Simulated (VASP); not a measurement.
A run of VASP 6.6.1 is set up as follows.

Contents of INCAR:

```
SYSTEM = Rh
  ALGO = Fast
  EDIFF = 1E-6
  ENCUT = 520
  ISIF = 2
  ISMEAR = 0
  LASPH = .True.
  LCHARG = .True.
  LELF = .True.
  LREAL = .False.
  LVHAR = .True.
  LWAVE = .False.
  NBANDS = 14
  NELM = 60
  PREC = Accurate
  SIGMA = 0.15
```

Contents of KPOINTS:

```
k-points
0
Gamma
  22 22 22
  0 0 0
```

File POSCAR:

```
Rh
1.0
    0.0000000000      1.9966275000      1.9015500000
    1.9966275000      0.0000000000      1.9015500000
    1.9966275000      1.9966275000      0.0000000000
Rh
1
Direct
    0.0000000000      0.0000000000      0.0000000000
```

Potentials or basis: VASP PAW LDA potentials, release 64 (Rh_pv).

Launch:

```console
$ cat potpaw_LDA.64/Rh_pv/POTCAR > POTCAR
$ mpirun -np 1 vasp_std > vasp.out
```

Estimate the pressure.

-29.8 GPa.

Stress tensor (GPa, compression positive):
```
-32.62   0.00   0.00
  0.00 -32.62   0.00
  0.00   0.00 -24.08
```

Caveat: the cell differs from its parent crystal (strain +0.050 along x and y, +0.000 along z).
